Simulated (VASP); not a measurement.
Input of a VASP 6.6.1 run:

File INCAR:

```
PREC     = Accurate       # precision mode
ENCUT    = 600            # plane-wave cutoff, eV
EDIFF    = 1E-6           # SCF threshold, eV
ISMEAR   = -1             # smearing method
SIGMA    = 0.05           # smearing width, eV
LREAL    = Auto         
LASPH    = True           # aspherical terms in the spheres
NELM     = 100            # most SCF steps
ALGO     = Normal         # electronic algorithm
ISIF     = 8              # what is computed and relaxed
LWAVE    = False          # write WAVECAR
LCHARG   = False          # write CHGCAR
GGA      = PS             # functional
IBRION   = 2              # ionic algorithm
NSW      = 100            # ionic steps
EDIFFG   = -0.03          # ionic threshold
ISYM     = 0            
LUSENCCL = False
```

Contents of KPOINTS:

```
Automatic mesh
0
Gamma
  1 1 1
  0.25 0.25 0.25
```

The input POSCAR:

```
Mg5Cd11O16
1.0
    9.0859220000      0.0000000000      0.0000000000
    0.0000000000      9.0859220000      0.0000000000
    0.0000000000      0.0000000000      9.0859220000
O Cd Mg
32 22 10
Direct
    0.2517090000      0.9990010000      0.9967840000
    0.2455340000      0.0017260000      0.5019690000
    0.2521750000      0.5008410000      0.0012210000
    0.2485880000      0.5014260000      0.5007490000
    0.7538790000      0.9969360000      0.9998840000
    0.7502340000      0.9985490000      0.5034490000
    0.7459740000      0.4967310000      0.0018620000
    0.7509780000      0.5017110000      0.5035100000
    0.9984320000      0.2493870000      0.9992010000
    0.9963900000      0.2512120000      0.5009190000
    0.0005090000      0.7462570000      0.9988050000
    0.0010760000      0.7514350000      0.4993610000
    0.5030880000      0.2467260000      0.9954630000
    0.4992810000      0.2485110000      0.4983930000
    0.4975300000      0.7499680000      0.0019110000
    0.4978210000      0.7509590000      0.4971680000
    0.9989210000      0.0009340000      0.2493880000
    0.9978290000      0.9998560000      0.7504550000
    0.9990100000      0.4974400000      0.2489760000
    0.0011940000      0.5002240000      0.7505780000
    0.4987080000      0.9970070000      0.2499530000
    0.4991510000      0.0010610000      0.7509070000
    0.4992020000      0.4970700000      0.2480350000
    0.4980280000      0.4968920000      0.7459400000
    0.2482760000      0.2474730000      0.2531870000
    0.2540200000      0.2498960000      0.7499420000
    0.2521460000      0.7516900000      0.2499410000
    0.2513500000      0.7480610000      0.7484160000
    0.7511980000      0.2517480000      0.2508590000
    0.7483300000      0.2562520000      0.7486360000
    0.7530740000      0.7531370000      0.2492410000
    0.7514820000      0.7530640000      0.7485490000
    0.9993810000      0.9992890000      0.9979340000
    0.0034970000      0.0008820000      0.5008490000
    0.9975340000      0.4993530000      0.0005470000
    0.9969190000      0.5019080000      0.5000050000
    0.5003690000      0.0014760000      0.9994660000
    0.4968990000      0.9986030000      0.5048420000
    0.4999560000      0.5000380000      0.9991980000
    0.5003130000      0.5015550000      0.4960040000
    0.2516760000      0.2495300000      0.0036280000
    0.2473550000      0.2493230000      0.5005510000
    0.2494970000      0.7468110000      0.9991340000
    0.7491250000      0.2480340000      0.4995040000
    0.7479280000      0.7517650000      0.9987780000
    0.2528040000      0.0001010000      0.2478990000
    0.2510180000      0.4999290000      0.2523970000
    0.2492180000      0.4975840000      0.7503520000
    0.7479680000      0.0029880000      0.2521860000
    0.7492320000      0.4999440000      0.2508890000
    0.9956460000      0.2473580000      0.2496410000
    0.9936710000      0.7457680000      0.2513660000
    0.9994370000      0.7474340000      0.7525410000
    0.5016540000      0.7479460000      0.2481860000
    0.2521360000      0.7501970000      0.5015020000
    0.7497470000      0.2465620000      0.9992800000
    0.7519480000      0.7504170000      0.5016550000
    0.2508290000      0.9985390000      0.7465960000
    0.7473030000      0.9999510000      0.7523200000
    0.7492450000      0.4998710000      0.7489900000
    0.9994480000      0.2515950000      0.7503310000
    0.5014530000      0.2527450000      0.2489980000
    0.4983490000      0.2557640000      0.7519480000
    0.5012230000      0.7479170000      0.7509150000
```

Potentials or basis: VASP PAW PBE potentials, release 64 (O, Cd, Mg).

Run with:

```bash
$ cat potpaw_PBE.64/O/POTCAR potpaw_PBE.64/Cd/POTCAR potpaw_PBE.64/Mg/POTCAR > POTCAR
$ mpirun -np 1 vasp_std > vasp.out
```

What does it give for the band gap on the k mesh?

1.40 eV.

Predict the relaxed volume.

12.04 Å³/atom.

Predict the relaxed cell.

a = 9.167 Å, b = 9.167 Å, c = 9.167 Å, α = 90.00°, β = 90.00°, γ = 90.00°.

What does it give for the space group after relaxing (to 0.1 Å)?

P1 (No. 1).

Stress tensor (GPa, compression positive):
```
 0.11 -0.02  0.07
-0.02  0.09 -0.13
 0.07 -0.13 -0.23
```

Caveat: the PAW data sets were made with another functional, which shifts forces and pressure a little; a shifted mesh leaves out Γ, where band edges can lie. A k mesh can miss the band edges.
